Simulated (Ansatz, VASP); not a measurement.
**InH3: VASP beside Ansatz**

```xyz
12
Lattice="7.6519 0.0000 0.0000 -3.8260 6.6268 0.0000 0.0000 0.0000 3.9271" Properties=species:S:1:pos:R:3 pbc="T T T"
In    3.8260    0.0000    0.0000
In    1.9130    3.3134    0.0000
In   -1.9130    3.3134    0.0000
H     3.8260    0.0000    1.9635
H     1.1894    5.1045    3.7030
H     2.6366    1.5222    0.2240
H    -1.1894    5.1045    3.7030
H     5.0153    1.5222    0.2240
H     1.9130    3.3134    1.9635
H     0.0000    3.0445    3.7030
H     3.8260    3.5823    0.2240
H    -1.9130    3.3134    1.9635
```

Alike in both runs: task single point; functional PBE; k mesh 3 × 3 × 4; occupations gaussian, width 0.1 eV; no spin polarisation.

|  | VASP | Ansatz |
| --- | --- | --- |
| version | VASP 6.6.1 | Ansatz 0.2.0 |
| potentials or method | VASP PAW PBE potentials, release 64 (In_d, H), cutoff 520 eV | scalar-relativistic, plane waves, PAW |
| valence electrons in the cell | 48 | 48 |

|  | VASP | Ansatz | Ansatz less VASP |
| --- | --- | --- | --- |
| gap on the k mesh at the Fermi level (eV) | none | none | - |
| pressure (GPa) | -0.9 | -0.9 | +0.07 |
| traceless stress, the component that is largest in VASP (GPa) | -0.66 | -0.66 | +0.001 |
| rms of the force components (eV/Å) | 0.190 | 0.190 | -0.0002 |

Atom by atom the forces differ by 0.000 eV/Å (rms over components). A gap of «none» marks a metal or a gap that the smearing closes.

The k mesh is coarse, so the values compare programs but aren't converged.
